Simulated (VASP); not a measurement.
**Al: single point with LDA**

Al:

```
CELL_PARAMETERS angstrom
-1.55144 1.55144 1.63100
1.55144 -1.55144 1.63100
1.55144 1.55144 -1.63100
ATOMIC_POSITIONS crystal
Al 0.00000 0.00000 0.00000
```

This cell differs from its parent crystal: strain -0.025 along x and y, +0.025 along z.

```
Program                : VASP 6.6.1
Task                   : single point
Functional             : LDA
Potentials or basis    : VASP PAW LDA potentials, release 64 (Al)
Cutoff                 : 520 eV
k mesh                 : 20 × 20 × 20
Occupations            : gaussian, width 0.15 eV
Spin                   : no spin polarisation
Dipole correction      : no
Further INCAR settings : ALGO = Fast; EDIFF = 1e-06; NBANDS = 8
```

| Property | Result |
| --- | --- |
| Pressure | 2.6 GPa |
| Band gap on the k mesh | zero (an odd number of electrons rules out a gap without spin polarisation) |

Stress tensor (GPa, compression positive):
```
1.68 0.00 0.00
0.00 1.68 0.00
0.00 0.00 4.30
```

Levels at points of the mesh, in eV from the Fermi level:
```tsv
k point	band 1	band 2	band 3	band 4
(0.00, 0.00, 0.00)	-11.44	13.15	13.15	14.31
(0.50, 0.00, 0.00)	-4.54	-4.07	8.77	8.78
(0.50, 0.50, 0.00)	-4.28	-3.60	7.72	7.82
(0.50, 0.50, 0.50)	1.02	2.42	2.42	2.55
```

Wall time 52 s on 1 thread of AMD EPYC 7R13 (shared host), peak memory 0.14 GiB.

Caveat: the cell differs from its parent crystal (strain -0.025 along x and y, +0.025 along z).
